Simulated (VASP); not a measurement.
# Ru (P6_3/mmc) in VASP: electric field gradients with PBE

Aim: the electric field gradients of Ru with PBE.

Program: VASP 6.6.1. These are calculated values, not measurements. Logs are shortened: lines on timing, memory, paths and dates and some standing lists are left out, and cuts for length are marked.

## (1) The cell of the first run

Symmetry: P6_3/mmc, No. 194, hexagonal system. Conventional cell: a = 2.706 Å, b = 2.706 Å, c = 4.282 Å, α = 90.00°, β = 90.00°, γ = 120.00°. Ru (site symmetry -6m2) has 12 Ru at 2.65 to 2.71 Å within 3.5 Å.

## (2) Electric field gradients, PBE

INCAR reads:

```
SYSTEM = Ru
PREC = Accurate ; ENCUT = 420
EDIFF = 1E-8 ; ISMEAR = 0
SIGMA = 0.025 ; LREAL = .False.
LASPH = .True. ; NELM = 120
ALGO = Normal ; ISIF = 2
LWAVE = .False. ; LCHARG = .False.
GGA = PE ; LEFG = .True.
NBANDS = 23 ; GGA_COMPAT = .False.
```

KPOINTS reads:

```
regular mesh
0
Gamma
  20 20 11
  0 0 0
```

POSCAR reads:

```
Ru
1.0
    2.7058000000      0.0000000000      0.0000000000
   -1.3529000000      2.3432915376      0.0000000000
    0.0000000000      0.0000000000      4.2819000000
Ru
2
Direct
    0.3333333333      0.6666666667      0.2500000000
    0.6666666667      0.3333333333      0.7500000000
```

Potentials or basis: VASP PAW PBE potentials, release 64 (Ru_sv).

On the command line:

```sh
$ cat potpaw_PBE.64/Ru_sv/POTCAR > POTCAR
$ mpirun -np 1 vasp_std > vasp.out
```

OUTCAR:

```text
SYSTEM = Ru
   PREC = Accurate
   ENCUT = 420
   EDIFF = 1E-8
   ISMEAR = 0
   LREAL = .False.
   LASPH = .True.
   NELM = 120
   ISIF = 2
   GGA = PE

 ion  position               nearest neighbor table
   1  0.333  0.667  0.250-   2 2.65   2 2.65   2 2.65   2 2.65   2 2.65   2 2.65
   2  0.667  0.333  0.750-   1 2.65   1 2.65   1 2.65   1 2.65   1 2.65   1 2.65

  LATTYP: Found a hexagonal cell.
 ALAT       =     2.7058000000
 C/A-ratio  =     1.5824894671

  Lattice vectors:

 A1 = (   2.7058000000,   0.0000000000,   0.0000000000)
 A2 = (  -1.3529000000,   2.3432915376,   0.0000000000)
 A3 = (   0.0000000000,   0.0000000000,   4.2819000000)

Analysis of symmetry for initial positions (statically):
=====================================================================
 Subroutine PRICEL returns:
 Original cell was already a primitive cell.

 Routine SETGRP: Setting up the symmetry group for a
 hexagonal supercell.

 Subroutine GETGRP returns: Found 24 space group operations
 (whereof 12 operations were pure point group operations)
 out of a pool of 24 trial point group operations.

The static configuration has the point symmetry D_3d.
 The point group associated with its full space group is D_6h.

Analysis of symmetry for dynamics (positions and initial velocities):
=====================================================================
 Subroutine PRICEL returns:
 Original cell was already a primitive cell.

 Routine SETGRP: Setting up the symmetry group for a
 hexagonal supercell.

 Subroutine GETGRP returns: Found 24 space group operations
 (whereof 12 operations were pure point group operations)
 out of a pool of 24 trial point group operations.

The dynamic configuration has the point symmetry D_3d.
 The point group associated with its full space group is D_6h.

 Subroutine INISYM returns: Found 24 space group operations
 (whereof 12 operations are pure point group operations),
 and found     1 'primitive' translations

----------------------------------------------------------------------------------------

                                     Primitive cell

  volume of cell :      27.1493

  direct lattice vectors                    reciprocal lattice vectors
     2.705800000  0.000000000  0.000000000     0.369576465  0.213375072  0.000000000
    -1.352900000  2.343291538  0.000000000     0.000000000  0.426750144  0.000000000
     0.000000000  0.000000000  4.281900000     0.000000000  0.000000000  0.233541185

  length of vectors
     2.705800000  2.705800000  4.281900000     0.426750144  0.426750144  0.233541185

  position of ions in fractional coordinates (direct lattice)
     0.333333333  0.666666667  0.250000000
     0.666666667  0.333333333  0.750000000

  ion indices of the primitive-cell ions
   primitive index   ion index
                 1           1
                 2           2

----------------------------------------------------------------------------------------

 KPOINTS: regular mesh

Automatic generation of k-mesh.
 Grid dimensions read from file:
 generate k-points for:   20   20   11

 Generating k-lattice:

  Cartesian coordinates                     Fractional coordinates (reciprocal lattice)
     0.018478823  0.010668754  0.000000000     0.050000000  0.000000000  0.000000000
     0.000000000  0.021337507  0.000000000     0.000000000  0.050000000  0.000000000
     0.000000000  0.000000000  0.021231017     0.000000000  0.000000000  0.090909091

  Length of vectors
     0.021337507  0.021337507  0.021231017

  Shift w.r.t. Gamma in fractional coordinates (k-lattice)
     0.000000000  0.000000000  0.000000000

 Subroutine IBZKPT returns following result:
 ===========================================

 Found    264 irreducible k-points:

 Following reciprocal coordinates:
            Coordinates               Weight
  0.000000  0.000000  0.000000      1.000000
  0.050000  0.000000  0.000000      6.000000
  0.100000  0.000000  0.000000      6.000000
  0.150000  0.000000  0.000000      6.000000
  0.200000  0.000000  0.000000      6.000000
  0.250000  0.000000  0.000000      6.000000
[... 16 lines left out ...]
  0.200000  0.100000  0.000000     12.000000
  0.250000  0.100000  0.000000     12.000000
 [... further k-points ...]
   k-points           NKPTS =    264   k-points in BZ     NKDIM =    264   number of bands    NBANDS=     23
   number of dos      NEDOS =    301   number of ions     NIONS =      2
   total plane-waves  NPLWV =   9720
   dimension x,y,z NGX =    18 NGY =   18 NGZ =   30
   dimension x,y,z NGXF=    36 NGYF=   36 NGZF=   60
   ions per type =               2
   NGX,Y,Z   is equivalent  to a cutoff of  11.06, 11.06, 11.65 a.u.
   NGXF,Y,Z  is equivalent  to a cutoff of  22.12, 22.12, 23.30 a.u.
 SYSTEM =  Ru
   PREC   = accura    normal or accurate (medium, high low for compatibility)
   ISTART =      0    job   : 0-new  1-cont  2-samecut
   ICHARG =      2    charge: 1-file 2-atom 10-const
   ISPIN  =      1    spin polarized calculation?
   LNONCOLLINEAR =      F non collinear calculations
   LSORBIT =      F    spin-orbit coupling
   LASPH  =      T    aspherical Exc in radial PAW
   ENCUT  =  420.0 eV  30.87 Ry    5.56 a.u.   4.52  4.52  7.16*2*pi/ulx,y,z
   NELM   =    120;   NELMIN=  2; NELMDL= -5     # of ELM steps
   EDIFF  = 0.1E-07   stopping-criterion for ELM
   LREAL  =      F    real-space projection
   EDIFFG = 0.1E-06   stopping-criterion for IOM
   NSW    =      0    number of steps for IOM
   IBRION =     -1    ionic relax: 0-MD 1-quasi-New 2-CG
   NFREE  =      0    steps in history (QN), initial steepest desc. (CG)
   ISIF   =      2    stress and relaxation
   ISYM   =      2    0-nonsym 1-usesym 2-fastsym
   POTIM  = 0.5000    time-step for ionic-motion
   TEBEG  =    0.0;   TEEND  =   0.0 temperature during run
   PSTRESS=    0.0 pullay stress
   NELECT =      32.0000    total number of electrons
   NUPDOWN=      -1.0000    fix difference up-down
   EMIN   =  10.00;   EMAX   =-10.00  energy-range for DOS
   EFERMI =   0.00;   METHOD = LEGACY
   ISMEAR =     0;   SIGMA  =   0.03  broadening in eV -4-tet -1-fermi 0-gaus
   EFERMI_NEDOS =   21; number of points for ismear=-14 and -15
   IALGO  =     38    algorithm
   IMIX   =      4    mixing-type and parameters
     AMIX     =   0.40;   BMIX     =  1.00
     AMIX_MAG =   1.60;   BMIX_MAG =  1.00
  volume/ion in A,a.u.               =      13.57        91.61
  Fermi-wavevector in a.u.,A,eV,Ry     =   1.729307  3.267915 40.688237  2.990501
  Thomas-Fermi vector in A             =   2.804077
   LORBIT       =      0    0 simple, 1 ext, 2 COOP (PROOUT), +10 PAW based schemes
   GGA     = PE    functional components
   LHFCALC =     F    Hartree Fock is set to
   AEXX    =    0.0000 exact exchange contribution
   IVDW    =     0    specifies the selected vdW correction
   LEPSILON=     F    determine dielectric tensor
   LRPA    =     F    only Hartree local field effects (RPA)
 non-spin polarized calculation
 Gauss-broadening in eV      SIGMA  =   0.03
  energy-cutoff  :      420.00
  volume of cell :       27.15
 maximum number of plane-waves:       549
   NGX =  9   NGY =  9   NGZ = 15

 number of electron      31.9999985 magnetization

 Free energy of the ion-electron system (eV)
  ---------------------------------------------------
  ext. energy  EPLUGINS =         0.00000000
  ---------------------------------------------------
  free energy    TOTEN  =       -18.56281539 eV

  energy without entropy =      -18.56231033  energy(sigma->0) =      -18.56256286

 E-fermi :  15.2084     XC(G=0): -14.2433

 val. band max:       15.2059340857   @ k =   0.1000   0.0000   0.3636
 cond. band min:      15.2126794434   @ k =   0.1500   0.1000   0.3636
 fundamental gap:      0.0067453578
 Fermi energy:        15.2084399690

 k-point     1 :       0.0000    0.0000    0.0000
  band No.  band energies     occupation
      1     -57.9747      2.00000
      2     -57.7705      2.00000
      3     -28.4582      2.00000
      4     -27.5308      2.00000
      5     -27.5308      2.00000
      6     -27.3600      2.00000
[... 15 lines left out ...]
     22      30.0584      0.00000
     23      32.5926      0.00000
[... 575 lines left out ...]
      1     -57.8627      2.00000
      2     -57.7363      2.00000
      3     -28.1722      2.00000
      4     -28.0133      2.00000
      5     -27.8886      2.00000
      6     -27.6867      2.00000
[... 15 lines left out ...]
     22      27.6594      0.00000
     23      29.8625      0.00000

 [... further k-points ...]

------------------------ aborting loop because EDIFF is reached ----------------------------------------

  FORCE on cell =-STRESS in cart. coord.  units (eV):
  Direction    XX          YY          ZZ          XY          YZ          ZX
  --------------------------------------------------------------------------------------
  -------------------------------------------------------------------------------------
  Total        0.5757718      0.5757718      0.2388463     -0.0000000      0.0000000      0.0000000
  in kB       33.9783646     33.9783646     14.0951758     -0.0000000      0.0000000      0.0000000
  external PRESSURE =      27.3506350 kB  Pullay stress =       0.0000000 kB

 VOLUME and BASIS-vectors are now :
 -----------------------------------------------------------------------------
  energy-cutoff  :      420.00
  volume of cell :       27.15
      direct lattice vectors                 reciprocal lattice vectors
     2.705800000  0.000000000  0.000000000     0.369576465  0.213375072  0.000000000
    -1.352900000  2.343291538  0.000000000     0.000000000  0.426750144  0.000000000
     0.000000000  0.000000000  4.281900000     0.000000000  0.000000000  0.233541185

 POSITION                                       TOTAL-FORCE (eV/Angst)
 -----------------------------------------------------------------------------------
     -0.00000      1.56219      1.07048        -0.000000      0.000000      0.000000
      1.35290      0.78110      3.21143         0.000000     -0.000000      0.000000
 -----------------------------------------------------------------------------------
    total drift:                               -0.000000      0.000000     -0.000000

  FREE ENERGIE OF THE ION-ELECTRON SYSTEM (eV)
  ---------------------------------------------------
  free  energy   TOTEN  =       -18.5628153919 eV

  energy  without entropy=      -18.5623103254  energy(sigma->0) =      -18.56256286

 Electric field gradients (V/A^2)
---------------------------------------------------------------------
 ion       V_xx      V_yy      V_zz      V_xy      V_xz      V_yz
---------------------------------------------------------------------
   1       7.340     7.340   -14.681    -0.000     0.000    -0.000
   2       7.340     7.340   -14.681    -0.000    -0.000     0.000
---------------------------------------------------------------------

 Electric field gradients after diagonalization (V/A^2)
 (convention: |V_zz| > |V_xx| > |V_yy|)
----------------------------------------------------------------------
 ion       V_xx      V_yy      V_zz     asymmetry (V_yy - V_xx)/ V_zz
----------------------------------------------------------------------
   1       7.341     7.340   -14.681       0.000
   2       7.341     7.340   -14.681       0.000
----------------------------------------------------------------------

           NMR quadrupolar parameters

 Cq : quadrupolar parameter    Cq=e*Q*V_zz/h
 eta: asymmetry parameters     (V_yy - V_xx)/ V_zz
 Q  : nuclear electric quadrupole moment in mb (millibarn)
----------------------------------------------------------------------
 ion       Cq(MHz)       eta       Q (mb)
----------------------------------------------------------------------
   1      -0.035       0.000       1.000
   2      -0.035       0.000       1.000
----------------------------------------------------------------------
```

It took 84 s on 1 thread of Intel Xeon Platinum 8259CL at 2.50GHz (Skylake/Cascade Lake), shared host; peak memory 0.2 GiB.

What came out:

| Item | Value |
| --- | --- |
| Free energy | -18.5628 eV |
| Pressure | 2.7 GPa |
| Band gap on the k mesh | zero (bands 16 and 17 overlap by 3.23 eV) |
| Largest electric field gradient by atom | Ru -14.7 V/Å² |

Stress tensor (GPa, compression positive):
```
3.40 0.00 0.00
0.00 3.40 0.00
0.00 0.00 1.41
```

Electric field gradients, principal values (V/Å²):
```csv
atom,least,middle,greatest (by size)
1 Ru,7.340,7.341,-14.681
2 Ru,7.340,7.341,-14.681
```

Caveat: without QUAD_EFG the Cq values of the log hold for a quadrupole moment of 1 mb, not for the nuclei.
